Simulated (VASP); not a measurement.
Wanted: the native input for a VASP 6.6.1 run.

```yaml
Task: relaxation of cell and atoms
Functional: PBE
Potentials_or_basis: VASP PAW PBE potentials, release 64 (Ga_d, N)
Cutoff: 600 eV
k_mesh: 10 × 10 × 10
Occupations: gaussian, width 0.01 eV
Spin: no spin polarisation
Target_pressure: 20 GPa
Dipole_correction: no
Further_INCAR_settings: ALGO = Normal; EDIFF = 1e-06; IBRION = 2; EDIFFG = -0.001; NSW = 80; ISIF = 3
```

The structure of GaN lies in POSCAR:

```
GaN
1.0
    0.0000000000      2.2742384953      2.2742384953
    2.2742384953      0.0000000000      2.2742384953
    2.2742384953      2.2742384953      0.0000000000
Ga N
1 1
Direct
    0.0000000000      0.0000000000      0.0000000000
    0.7500000000      0.7500000000      0.7500000000
```

One way to write it, as run:

INCAR

```
PREC = Accurate
ENCUT = 600
EDIFF = 1E-6
ISMEAR = 0
SIGMA = 0.01
LREAL = False
LASPH = True
NELM = 60
ALGO = Normal
ISIF = 3
LWAVE = False
LCHARG = False
GGA = PE
IBRION = 2
NSW = 80
EDIFFG = -0.001
PSTRESS = 200.0
```

KPOINTS

```
Automatic mesh
0
Gamma
  10 10 10
```

Potentials or basis: VASP PAW PBE potentials, release 64 (Ga_d, N).

Command:

```console
$ cat potpaw_PBE.64/Ga_d/POTCAR potpaw_PBE.64/N/POTCAR > POTCAR
$ mpirun -np 1 vasp_std > vasp.out
```

Results of the run:

```yaml
Relaxed_volume: 10.69 Å³/atom
Relaxed_cell: a = 3.115 Å, b = 3.115 Å, c = 3.115 Å, α = 60.00°, β = 60.00°, γ = 60.00°
Space_group_after_relaxing_to_0.05_Å: F-43m (No. 216)
Energy_change_on_relaxing_the_enthalpy_is_what_falls: +61.3 meV/atom
Ionic_steps: 13
Pressure_after_relaxing: 20.0 GPa
Band_gap_on_the_k_mesh: 2.17 eV, direct
```

Caveat: the cell is relaxed towards a set pressure, so the enthalpy falls and the energy may rise.

Run time: 100 s on 1 thread of AMD EPYC 7R13 Processor (Zen 3) (shared host), peak memory 0.15 GiB.
